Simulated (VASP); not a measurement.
# B5Pt (F-43m) in VASP: notebook, part 2 of 2

VASP 6.6.1. The steps go on from the part before.

## 3. Single point, PBE

This run uses another cell than the first one, of 14.08 Å³/atom.

INCAR reads:

```
SYSTEM = B5Pt
PREC = Accurate ; ENCUT = 520
EDIFF = 1E-7 ; ISMEAR = 0
SIGMA = 0.1 ; LREAL = .False.
LASPH = .True. ; NELM = 100
ALGO = Normal ; ISIF = 2
LWAVE = .False. ; LCHARG = .True.
GGA = PE ; LELF = .True.
LVHAR = .True. ; NBANDS = 22
```

KPOINTS reads:

```
regular mesh
0
Gamma
  10 10 10
  0 0 0
```

POSCAR reads:

```
B5Pt
1.0
    0.0000000000      3.4827290227      3.4827290227
    3.4827290227      0.0000000000      3.4827290227
    3.4827290227      3.4827290227      0.0000000000
B Pt
5 1
Direct
    0.9143481253      0.2569556242      0.9143481253
    0.9143481253      0.9143481253      0.9143481253
    0.2569556242      0.9143481253      0.9143481253
    0.9143481253      0.9143481253      0.2569556242
    0.5000000000      0.5000000000      0.5000000000
    0.7500000000      0.7500000000      0.7500000000
```

Potentials or basis: VASP PAW PBE potentials, release 64 (B, Pt).

The run is started by

```console
cat potpaw_PBE.64/B/POTCAR potpaw_PBE.64/Pt/POTCAR > POTCAR
mpirun -np 1 vasp_std > vasp.out
```

Wall time 3 min (1 thread of Intel Xeon 8259CL, shared host); peak memory 0.28 GiB.

The run converged. Its results:

```
Free energy            : -32.2864 eV
Pressure               : 0.0 GPa
Largest force          : 0.006 eV/Å
Band gap on the k mesh : zero (an odd number of electrons rules out a gap without spin polarisation)
```

Forces on the atoms (eV/Å):
```
B   -0.003  0.003 -0.003
B    0.003  0.003  0.003
B    0.003 -0.003 -0.003
B   -0.003 -0.003  0.003
B    0.000  0.000  0.000
Pt   0.000  0.000  0.000
```

Levels at points of the mesh, in eV from the Fermi level:
```
           k point  band 11  band 12  band 13  band 14  band 15  band 16
(0.00, 0.00, 0.00)    -2.43     0.08     0.08     0.08     2.17     2.17
(0.50, 0.00, 0.00)    -2.46    -0.87    -0.87     1.40     2.64     2.64
(0.50, 0.50, 0.00)    -1.20     0.78     0.97     0.97     1.24     2.42
```

Caveat: spin-orbit coupling is left out, which moves the levels of the heavy elements.

## 4. Relaxation of cell and atoms, PBE

This run uses another cell than the first one, of 14.09 Å³/atom.

INCAR reads:

```
SYSTEM = B5Pt
PREC = Accurate
ENCUT = 600
EDIFF = 1E-6
ISMEAR = 0
SIGMA = 0.1
LREAL = .FALSE.
LASPH = .TRUE.
NELM = 80
ALGO = Normal
ISIF = 3
LWAVE = .FALSE.
LCHARG = .FALSE.
GGA = PE
IBRION = 2
NSW = 100
EDIFFG = -0.01
```

KPOINTS reads:

```
Automatic mesh
0
G
  10 10 10
  0 0 0
```

POSCAR reads:

```
B5Pt
1.0
    0.0000000000      3.4837131655      3.4837131655
    3.4837131655      0.0000000000      3.4837131655
    3.4837131655      3.4837131655      0.0000000000
B Pt
5 1
Direct
    0.9143525106      0.2569424682      0.9143525106
    0.9143525106      0.9143525106      0.9143525106
    0.2569424682      0.9143525106      0.9143525106
    0.9143525106      0.9143525106      0.2569424682
    0.5000000000      0.5000000000      0.5000000000
    0.7500000000      0.7500000000      0.7500000000
```

Potentials or basis: VASP PAW PBE potentials, release 64 (B, Pt).

The run is started by

```console
cat potpaw_PBE.64/B/POTCAR potpaw_PBE.64/Pt/POTCAR > POTCAR
mpirun -np 1 vasp_std > vasp.out
```

OUTCAR:

```text
SYSTEM = B5Pt
   PREC = Accurate
   ENCUT = 600
   EDIFF = 1E-6
   ISMEAR = 0
   LREAL = .FALSE.
   LASPH = .TRUE.
   NELM = 80
   ISIF = 3
   GGA = PE
   IBRION = 2
   NSW = 100
   EDIFFG = -0.01

 ion  position               nearest neighbor table
   1  0.914  0.257  0.914-   2 1.69   3 1.69   4 1.69   6 1.98
   2  0.914  0.914  0.914-   1 1.69   3 1.69   4 1.69   6 1.98
   3  0.257  0.914  0.914-   1 1.69   2 1.69   4 1.69   6 1.98
   4  0.914  0.914  0.257-   1 1.69   2 1.69   3 1.69   6 1.98
[... 665 lines left out ...]
  -------------------------------------------------------------------------------------
  Total       -0.0536085     -0.0536085     -0.0536085      0.0000000      0.0000000      0.0000000
  in kB       -1.0157503     -1.0157503     -1.0157503      0.0000000      0.0000000      0.0000000
  external PRESSURE =      -1.0157503 kB  Pullay stress =       0.0000000 kB

 VOLUME and BASIS-vectors are now :
 -----------------------------------------------------------------------------
  energy-cutoff  :      600.00
  volume of cell :       84.56
      direct lattice vectors                 reciprocal lattice vectors
     0.000000000  3.483713166  3.483713166    -0.143525019  0.143525019  0.143525019
     3.483713166  0.000000000  3.483713166     0.143525019 -0.143525019  0.143525019
     3.483713166  3.483713166  0.000000000     0.143525019  0.143525019 -0.143525019

 POSITION                                       TOTAL-FORCE (eV/Angst)
 -----------------------------------------------------------------------------------
      4.08046      6.37068      4.08046        -0.003743      0.003743     -0.003743
      6.37068      6.37068      6.37068         0.003743      0.003743      0.003743
      6.37068      4.08046      4.08046         0.003743     -0.003743     -0.003743
      4.08046      4.08046      6.37068        -0.003743     -0.003743      0.003743
      3.48371      3.48371      3.48371         0.000000      0.000000      0.000000
      5.22557      5.22557      5.22557         0.000000      0.000000      0.000000
 -----------------------------------------------------------------------------------
    total drift:                               -0.000000     -0.000000     -0.000000

  FREE ENERGIE OF THE ION-ELECTRON SYSTEM (eV)
  ---------------------------------------------------
  free  energy   TOTEN  =       -32.2898221238 eV

  energy  without entropy=      -32.2795411229  energy(sigma->0) =      -32.28468162

 reached required accuracy - stopping structural energy minimisation
```

Wall time 2.3 min (1 thread of Intel Xeon 8259CL, shared host); peak memory 0.29 GiB.

Results:

| Quantity | Value |
| --- | --- |
| Free energy | -32.2898 eV |
| Pressure after relaxing | -0.1 GPa |
| Largest force after relaxing | 0.006 eV/Å |
| Band gap on the k mesh | zero (an odd number of electrons rules out a gap without spin polarisation) |

Forces in eV/Å, atoms in the order of the input:
```
B   -0.004  0.004 -0.004
B    0.004  0.004  0.004
B    0.004 -0.004 -0.004
B   -0.004 -0.004  0.004
B    0.000  0.000  0.000
Pt   0.000  0.000  0.000
```

Final structure:
```cif
data_structure
_symmetry_space_group_name_H-M 'P 1'
_symmetry_Int_Tables_number 1
_cell_length_a 4.9267
_cell_length_b 4.9267
_cell_length_c 4.9267
_cell_angle_alpha 60.000
_cell_angle_beta 60.000
_cell_angle_gamma 60.000
_cell_volume 84.56
loop_
_atom_site_label
_atom_site_type_symbol
_atom_site_fract_x
_atom_site_fract_y
_atom_site_fract_z
_atom_site_occupancy
B1 B 0.91435 0.25694 0.91435 1
B2 B 0.91435 0.91435 0.91435 1
B3 B 0.25694 0.91435 0.91435 1
B4 B 0.91435 0.91435 0.25694 1
B5 B 0.50000 0.50000 0.50000 1
Pt1 Pt 0.75000 0.75000 0.75000 1
```

Caveat: the relaxation stopped at its first step, so nothing moved; spin-orbit coupling is left out, which moves the levels of the heavy elements.

## 5. Summary

| task | cell | k mesh | cutoff (eV) | gap on the mesh (eV) | pressure (GPa) | largest force (eV/Å) |
| --- | --- | --- | --- | --- | --- | --- |
| relaxation of cell and atoms | relaxed from a = 4.381 Å, angles 60.0°, 6 atoms, atomic positions A | 6 × 6 × 6 | 600 | none | 0.0 | 0.04 |
| single point | a = 4.925 Å, angles 60.0°, 6 atoms, atomic positions B | 10 × 10 × 10 | 520 | none | 0.0 | 0.01 |
| relaxation of cell and atoms | relaxed from a = 4.927 Å, angles 60.0°, 6 atoms, atomic positions B | 10 × 10 × 10 | 600 | none | -0.1 | 0.01 |

Alike in all rows: level PBE; potentials or basis VASP PAW PBE potentials, release 64 (B, Pt); no spin polarisation; smearing gaussian 0.1 eV.

Caveats: spin-orbit coupling is left out, which moves the levels of the heavy elements; the volume moved by over 15 % at a fixed basis, so the end points are rough (at least some runs); the relaxation stopped at its first step, so nothing moved (at least some runs).

Absolute energies hang on the potentials; compare differences alone.
